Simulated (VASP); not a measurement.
Write the native input for VASP 6.6.1 that does the following.

```
Task                   : single point
Functional             : r2SCAN
Potentials or basis    : VASP PAW PBE potentials, release 64 (Na_pv, F)
Cutoff                 : 520 eV
k mesh                 : 8 × 8 × 8
Occupations            : gaussian, width 0.01 eV
Spin                   : no spin polarisation
Dipole correction      : no
Further INCAR settings : ALGO = Normal; EDIFF = 1e-07; NBANDS = 14
```

Crystal: NaF.

```
CELL_PARAMETERS angstrom
0.06809 2.53126 2.53126
2.53126 0.06809 2.53126
2.59935 2.59935 0.00000
ATOMIC_POSITIONS crystal
Na 0.00603 0.00603 0.99397
F 0.24397 0.24397 0.25603
```

This cell differs from its parent crystal: shear xy strain +5.4%.

One way to write it, as run:

POSCAR

```
NaF
1.0
    0.0680909308      2.5312613679      2.5312613679
    2.5312613679      0.0680909308      2.5312613679
    2.5993522987      2.5993522987      0.0000000000
Na F
1 1
Direct
    0.0060307447      0.0060307447     -0.0060307447
    0.2439692553      0.2439692553      0.2560307447
```

INCAR.step1

```
  ALGO = Normal
  EDIFF = 1E-4
  ENCUT = 520
  GGA = PE
  ISMEAR = 0
  LASPH = T
  LCHARG = F
  LREAL = F
  LWAVE = T
  NBANDS = 14
  NELM = 80
  PREC = Accurate
  SIGMA = 0.01
```

INCAR.step2

```
  ALGO = Normal
  EDIFF = 1E-7
  ENCUT = 520
  ISIF = 2
  ISMEAR = 0
  ISTART = 1
  LASPH = T
  LCHARG = T
  LELF = T
  LMIXTAU = T
  LREAL = F
  LVHAR = T
  LWAVE = F
  METAGGA = R2SCAN
  NBANDS = 14
  NELM = 80
  PREC = Accurate
  SIGMA = 0.01
```

KPOINTS

```
k-points
0
Gamma
  8 8 8
```

Potentials or basis: VASP PAW PBE potentials, release 64 (Na_pv, F).

Launch:

```bash
$ cat potpaw_PBE.64/Na_pv/POTCAR potpaw_PBE.64/F/POTCAR > POTCAR
$ cp INCAR.step1 INCAR
$ mpirun -np 1 vasp_std > vasp.out
$ cp INCAR.step2 INCAR
$ mpirun -np 1 vasp_std > vasp.out
```

It gave:

| Quantity | Value |
| --- | --- |
| Pressure | -0.4 GPa |
| Band gap on the k mesh | 6.21 eV, direct |

Caveat: the cell differs from its parent crystal (shear xy strain +5.4%); the PAW data sets were made with another functional, which shifts forces and pressure a little.

Wall time 4.6 min on 1 thread of AMD EPYC 7R43 64-Core Processor (Zen 3) (shared host), peak memory 0.14 GiB.
